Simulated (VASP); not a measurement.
Runs of VASP 6.6.1 on InSb. The structure is that of space group F-43m (No. 216), or close to it. The cells are those of the table. 

```csv
task,cell,gap on the mesh (eV),pressure (GPa)
electric field gradients,"a = 4.627, b = 4.627, c = 4.581 Å, angles 60.3, 60.3, 59.3°, 2 atoms",none,-1.3
single point,"a = 4.650, b = 4.650, c = 4.581 Å, angles 60.5, 60.5, 59.0°, 2 atoms",none,(a)
single point,"a = 4.558, b = 4.558, c = 4.581 Å, angles 59.8, 59.8, 60.3°, 2 atoms",0.05,-0.1
single point,"a = 4.604, b = 4.604, c = 4.581 Å, angles 60.2, 60.2, 59.7°, 2 atoms",none,(b)
single point,"a = 4.535, b = 4.535, c = 4.581 Å, angles 59.7, 59.7, 60.7°, 2 atoms",0.10,0.4
single point,"a = 4.627, b = 4.627, c = 4.581 Å, angles 60.3, 60.3, 59.3°, 2 atoms",none,-1.4
```

Alike in all rows: level LDA; potentials or basis VASP PAW LDA potentials, release 64 (In_d, Sb); no spin polarisation; k mesh 10 × 10 × 10; cutoff (eV) 520; smearing fermi-dirac 0.03 eV.

**Question.** Fill in the values left out.

**Answer.** (a) -1.7; (b) -0.9.

Caveats: spin-orbit coupling is left out, which moves the levels of the heavy elements; semilocal functionals underestimate gaps, so a narrow gap can read as zero (at least some runs).

A k mesh can miss the band edges, and the runs leave out spin-orbit coupling on In, Sb.

A gap of «none» marks levels without a gap at the run's occupations.
